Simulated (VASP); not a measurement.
Here is a VASP 6.6.1 calculation.

POSCAR

```
HgTe
1.0
    0.0000000000      3.2891578863      3.2891578863
    3.2891578863      0.0000000000      3.2891578863
    3.2891578863      3.2891578863      0.0000000000
Hg Te
1 1
Direct
    0.0000000000      0.0000000000      0.0000000000
    0.2500000000      0.2500000000      0.2500000000
```

File INCAR.step1:

```
SYSTEM = HgTe
  PREC = Accurate
  ENCUT = 520
  ISMEAR = -1
  SIGMA = 0.02
  LREAL = .False.
  LASPH = .True.
  NELM = 80
  NBANDS = 16
  GGA = PE
  ALGO = Normal
  EDIFF = 1E-4
  LWAVE = .True.
  LCHARG = .False.
```

Contents of INCAR.step2:

```
SYSTEM = HgTe
  PREC = Accurate
  ENCUT = 520
  EDIFF = 1E-7
  ISMEAR = -1
  SIGMA = 0.02
  LREAL = .False.
  LASPH = .True.
  NELM = 80
  ALGO = Normal
  ISIF = 2
  LWAVE = .False.
  LCHARG = .False.
  METAGGA = R2SCAN
  LMIXTAU = .True.
  NBANDS = 16
  ISTART = 1
```

KPOINTS

```
regular mesh
0
Gamma
  6 6 6
  0 0 0
```

Potentials or basis: VASP PAW PBE potentials, release 64 (Hg, Te).

Launch:

```console
$ cat potpaw_PBE.64/Hg/POTCAR potpaw_PBE.64/Te/POTCAR > POTCAR
$ cp INCAR.step1 INCAR
$ mpirun -np 1 vasp_std > vasp.out
$ cp INCAR.step2 INCAR
$ mpirun -np 1 vasp_std > vasp.out
```

(1) Predict the band gap on the k mesh.

(2) Estimate the pressure.

## Answers

(1) zero (filled and empty bands touch).

(2) 0.0 GPa.

Caveat: semilocal functionals underestimate gaps, so a narrow gap can read as zero; the PAW data sets were made with another functional, which shifts forces and pressure a little; spin-orbit coupling is left out, which moves the levels of the heavy elements.
